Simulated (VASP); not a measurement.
# AlNi (Pm-3m) in VASP: further runs, part 4 of 4

VASP 6.6.1.

## Step 6: Electric field gradients, PBEsol, collinear spin, ferromagnetic start (volume scaled by 1.02)

The input, INCAR:

```
PREC     = Accurate       # precision mode
ENCUT    = 520            # plane-wave cutoff, eV
EDIFF    = 1E-8           # SCF threshold, eV
ISMEAR   = -1             # smearing method
SIGMA    = 0.05           # smearing width, eV
LREAL    = F              # projectors in reciprocal space
LASPH    = T              # aspherical terms in the spheres
NELM     = 150            # most SCF steps
ALGO     = Normal         # electronic algorithm
ISIF     = 2              # what is computed and relaxed
LWAVE    = F              # write WAVECAR
LCHARG   = F              # write CHGCAR
ISPIN    = 2              # spin polarisation
MAGMOM   = 0 1.5          # initial moments
LORBIT   = 11             # projections on sites
LMAXMIX  = 4              # l up to which the mixer works
GGA      = PS             # functional
LEFG     = T            
NBANDS   = 18             # bands
```

The input, KPOINTS:

```
regular mesh
0
Gamma
  13 13 13
```

The input, POSCAR:

```
AlNi
1.0
    2.9000800262      0.0000000000      0.0000000000
    0.0000000000      2.9000800262      0.0000000000
    0.0000000000      0.0000000000      2.9000800262
Al Ni
1 1
Direct
    0.0000000000      0.0000000000      0.0000000000
    0.5000000000      0.5000000000      0.5000000000
```

Potentials or basis: VASP PAW PBE potentials, release 64 (Al, Ni).

The run is started by

```console
$ cat potpaw_PBE.64/Al/POTCAR potpaw_PBE.64/Ni/POTCAR > POTCAR
$ mpirun -np 1 vasp_std > vasp.out
```

OUTCAR:

```text
PREC = Accurate
   ENCUT = 520
   EDIFF = 1E-8
   ISMEAR = -1
   LREAL = F
   LASPH = T
   NELM = 150
   ISIF = 2
   ISPIN = 2
   LORBIT = 11
   GGA = PS

 ion  position               nearest neighbor table
   1  0.000  0.000  0.000-   2 2.51   2 2.51   2 2.51   2 2.51   2 2.51   2 2.51   2 2.51   2 2.51

   2  0.500  0.500  0.500-   1 2.51   1 2.51   1 2.51   1 2.51   1 2.51   1 2.51   1 2.51   1 2.51

  LATTYP: Found a simple cubic cell.
 ALAT       =     2.9000800262

  Lattice vectors:

 A1 = (   2.9000800262,   0.0000000000,   0.0000000000)
 A2 = (   0.0000000000,   2.9000800262,   0.0000000000)
 A3 = (   0.0000000000,   0.0000000000,   2.9000800262)

Analysis of symmetry for initial positions (statically):
=====================================================================
 Subroutine PRICEL returns:
 Original cell was already a primitive cell.

 Routine SETGRP: Setting up the symmetry group for a
 simple cubic supercell.

 Subroutine GETGRP returns: Found 48 space group operations
 (whereof 48 operations were pure point group operations)
 out of a pool of 48 trial point group operations.

The static configuration has the point symmetry O_h .

Analysis of symmetry for dynamics (positions and initial velocities):
=====================================================================
 Subroutine PRICEL returns:
 Original cell was already a primitive cell.

 Routine SETGRP: Setting up the symmetry group for a
 simple cubic supercell.

 Subroutine GETGRP returns: Found 48 space group operations
 (whereof 48 operations were pure point group operations)
 out of a pool of 48 trial point group operations.

The dynamic configuration has the point symmetry O_h .

Analysis of structural, dynamic, and magnetic symmetry:
=====================================================================
 Subroutine PRICEL returns:
 Original cell was already a primitive cell.

 Routine SETGRP: Setting up the symmetry group for a
 simple cubic supercell.

 Subroutine GETGRP returns: Found 48 space group operations
 (whereof 48 operations were pure point group operations)
 out of a pool of 48 trial point group operations.

The overall configuration has the point symmetry O_h .

 Subroutine INISYM returns: Found 48 space group operations
 (whereof 48 operations are pure point group operations),
 and found     1 'primitive' translations

----------------------------------------------------------------------------------------

                                     Primitive cell

  volume of cell :      24.3910

  direct lattice vectors                    reciprocal lattice vectors
     2.900080026  0.000000000  0.000000000     0.344818071  0.000000000  0.000000000
     0.000000000  2.900080026  0.000000000     0.000000000  0.344818071  0.000000000
     0.000000000  0.000000000  2.900080026     0.000000000  0.000000000  0.344818071

  length of vectors
     2.900080026  2.900080026  2.900080026     0.344818071  0.344818071  0.344818071

  position of ions in fractional coordinates (direct lattice)
[... 104 lines left out ...]
   GGA     = PS    functional components
   LHFCALC =     F    Hartree Fock is set to
   AEXX    =    0.0000 exact exchange contribution
   IVDW    =     0    specifies the selected vdW correction
   LEPSILON=     F    determine dielectric tensor
   LRPA    =     F    only Hartree local field effects (RPA)
 spin polarized calculation
  energy-cutoff  :      520.00
  volume of cell :       24.39
 maximum number of plane-waves:       691
 NGX is ok and might be reduce to    24
   NGX = 11   NGY = 11   NGZ = 11

 number of electron      13.0000011 magnetization       0.0007831

 number of electron      13.0000011 magnetization      -0.0000039

 Free energy of the ion-electron system (eV)
  ---------------------------------------------------
  ext. energy  EPLUGINS =         0.00000000
  ---------------------------------------------------
  free energy    TOTEN  =       -11.57462506 eV

  energy without entropy =      -11.56954599  energy(sigma->0) =      -11.57208553

 E-fermi :   9.6216     XC(G=0): -12.0704

 val. band max:        9.5679460344   @ k =   0.3846   0.2308   0.1538
 cond. band min:       9.6792885310   @ k =   0.3846   0.3077   0.1538
 fundamental gap:      0.1113424966
 Fermi energy:         9.6216213302

 spin component 1

 k-point     1 :       0.0000    0.0000    0.0000
  band No.  band energies     occupation
      1      -1.3483      1.00000
      2       6.4964      1.00000
      3       6.4964      1.00000
      4       8.1375      1.00000
      5       8.1375      1.00000
      6       8.1375      1.00000
[... 493 lines left out ...]
     17      31.2222      0.00000
     18      34.0326      0.00000

 [... further k-points ...]

 spin component 2

 k-point     1 :       0.0000    0.0000    0.0000
  band No.  band energies     occupation
      1      -1.3483      1.00000
      2       6.4964      1.00000
      3       6.4964      1.00000
      4       8.1375      1.00000
      5       8.1375      1.00000
      6       8.1375      1.00000
[... 493 lines left out ...]
     17      31.2222      0.00000
     18      34.0326      0.00000

 [... further k-points ...]
[... 5 lines left out ...]
  --------------------------------------------------------------------------------------
  -------------------------------------------------------------------------------------
  Total       -0.9461249     -0.9461249     -0.9461249      0.0000000      0.0000000     -0.0000000
  in kB      -62.1482799    -62.1482799    -62.1482799      0.0000000      0.0000000     -0.0000000
  external PRESSURE =     -62.1482799 kB  Pullay stress =       0.0000000 kB

 VOLUME and BASIS-vectors are now :
 -----------------------------------------------------------------------------
  energy-cutoff  :      520.00
  volume of cell :       24.39
      direct lattice vectors                 reciprocal lattice vectors
     2.900080026  0.000000000  0.000000000     0.344818071  0.000000000  0.000000000
     0.000000000  2.900080026  0.000000000     0.000000000  0.344818071  0.000000000
     0.000000000  0.000000000  2.900080026     0.000000000  0.000000000  0.344818071

 POSITION                                       TOTAL-FORCE (eV/Angst)
 -----------------------------------------------------------------------------------
      0.00000      0.00000      0.00000         0.000000      0.000000      0.000000
      1.45004      1.45004      1.45004         0.000000      0.000000      0.000000
 -----------------------------------------------------------------------------------
    total drift:                                0.000000      0.000000     -0.000000

  FREE ENERGIE OF THE ION-ELECTRON SYSTEM (eV)
  ---------------------------------------------------
  free  energy   TOTEN  =       -11.5746250646 eV

  energy  without entropy=      -11.5695459910  energy(sigma->0) =      -11.57208553

 Electric field gradients (V/A^2)
---------------------------------------------------------------------
 ion       V_xx      V_yy      V_zz      V_xy      V_xz      V_yz
---------------------------------------------------------------------
   1       0.000     0.000     0.000     0.000    -0.000    -0.000
   2       0.000     0.000     0.000     0.000    -0.000     0.000
---------------------------------------------------------------------

 Electric field gradients after diagonalization (V/A^2)
 (convention: |V_zz| > |V_xx| > |V_yy|)
----------------------------------------------------------------------
 ion       V_xx      V_yy      V_zz     asymmetry (V_yy - V_xx)/ V_zz
----------------------------------------------------------------------
   1       0.000     0.000     0.000      -0.060
   2       0.000     0.000     0.000      -0.089
----------------------------------------------------------------------

           NMR quadrupolar parameters

 Cq : quadrupolar parameter    Cq=e*Q*V_zz/h
 eta: asymmetry parameters     (V_yy - V_xx)/ V_zz
 Q  : nuclear electric quadrupole moment in mb (millibarn)
----------------------------------------------------------------------
 ion       Cq(MHz)       eta       Q (mb)
----------------------------------------------------------------------
   1       0.000      -0.060       1.000
   2       0.000      -0.089       1.000
----------------------------------------------------------------------

 total charge

# of ion       s       p       d       tot
------------------------------------------
    1        0.381   0.404   0.000   0.784
    2        0.472   0.503   8.469   9.444
--------------------------------------------------
tot          0.853   0.907   8.469  10.228

 magnetization (x)

# of ion       s       p       d       tot
------------------------------------------
    1       -0.000   0.000   0.000  -0.000
    2        0.000   0.000  -0.000  -0.000
--------------------------------------------------
tot         -0.000   0.000  -0.000  -0.000
```

Wall time 38 s (1 thread of Intel Xeon Platinum 8488C (Sapphire Rapids), shared host); peak memory 0.19 GiB.

What came out:

* Free energy: -11.5746 eV
* Pressure: -6.2 GPa
* Net moment: 0.00 μB per cell
* Valence electrons inside the program's atomic spheres: Al 0.78; Ni 9.44

Caveat: the starting moments collapsed, and a magnetic state may lie lower; without QUAD_EFG the Cq values of the log hold for a quadrupole moment of 1 mb, not for the nuclei; the PAW data sets were made with another functional, which shifts forces and pressure a little.
